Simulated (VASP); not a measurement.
Set up this calculation in VASP 6.6.1, as the native input.

```yaml
Task: single point
Functional: PBE
Potentials_or_basis: VASP PAW PBE potentials, release 64 (Si, W_sv)
Cutoff: 520 eV
k_mesh: 6 × 6 × 6
Occupations: gaussian, width 0.1 eV
Spin: no spin polarisation
Dipole_correction: no
Further_INCAR_settings: ALGO = Normal; EDIFF = 1e-06; NBANDS = 16
```

The structure of SiW lies in POSCAR:

```
SiW
1.0
    3.0646479841      0.0000000000      0.0000000000
    0.0000000000      3.0646479841      0.0000000000
    0.0000000000      0.0000000000      3.0646479841
Si W
1 1
Direct
    0.0000000000      0.0000000000      0.0000000000
    0.5000000000      0.5000000000      0.5000000000
```

One way to write it, as run:

INCAR

```
SYSTEM = SiW
PREC = Accurate
ENCUT = 520
EDIFF = 1E-6
ISMEAR = 0
SIGMA = 0.1
LREAL = .False.
LASPH = .True.
NELM = 60
ALGO = Normal
ISIF = 2
LWAVE = .False.
LCHARG = .False.
GGA = PE
NBANDS = 16
```

KPOINTS

```
Automatic mesh
0
Gamma
  6 6 6
  0 0 0
```

Potentials or basis: VASP PAW PBE potentials, release 64 (Si, W_sv).

Run with:

```sh
$ cat potpaw_PBE.64/Si/POTCAR potpaw_PBE.64/W_sv/POTCAR > POTCAR
$ mpirun -np 1 vasp_std > vasp.out
```

It gave:

* Pressure: 0.1 GPa
* Band gap on the k mesh: zero (band 9 reaches 14.25 eV, above the bottom of band 10 at 10.73 eV)

Caveat: spin-orbit coupling is left out, which moves the levels of the heavy elements.

Run time: 3 s on 1 thread of Intel(R) Xeon(R) 6975P-C (Granite Rapids), with other jobs on the host, peak memory 0.14 GiB.
